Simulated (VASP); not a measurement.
Wanted: the native input for a VASP 6.6.1 run.

- Task: relaxation of cell and atoms
- Functional: PBE
- Potentials or basis: VASP PAW PBE potentials, release 64 (K_sv)
- Cutoff: 500 eV
- k mesh: 6 × 6 × 6
- Occupations: fermi-dirac, width 0.05 eV
- Spin: no spin polarisation
- Dipole correction: no
- Further INCAR settings: ALGO = Normal; EDIFF = 1e-07; IBRION = 2; EDIFFG = -0.01; NSW = 80; ISIF = 3

The structure of K lies in POSCAR:

```
K
1.0
   -2.6469597672      2.6469597672      2.6469597672
    2.6469597672     -2.6469597672      2.6469597672
    2.6469597672      2.6469597672     -2.6469597672
K
1
Direct
    0.0000000000      0.0000000000      0.0000000000
```

These files were run (other wordings do the same):

INCAR

```
  ALGO = Normal
  EDIFF = 1E-7
  EDIFFG = -0.01
  ENCUT = 500
  GGA = PE
  GGA_COMPAT = F
  IBRION = 2
  ISIF = 3
  ISMEAR = -1
  LASPH = T
  LCHARG = F
  LREAL = F
  LWAVE = F
  NELM = 120
  NELMIN = 4
  NSW = 80
  PREC = Accurate
  SIGMA = 0.05
```

KPOINTS

```
k-points
0
Gamma
  6 6 6
```

Potentials or basis: VASP PAW PBE potentials, release 64 (K_sv).

Command:

```bash
$ cat potpaw_PBE.64/K_sv/POTCAR > POTCAR
$ mpirun -np 1 vasp_std > vasp.out
```

Results of the run:

```yaml
Pressure_after_relaxing: 0.0 GPa
```

Caveat: the relaxation stopped at its first step, so nothing moved.

Run time: 18 s on 1 thread of Intel Xeon 8259CL, with other jobs on the host, peak memory 0.19 GiB.
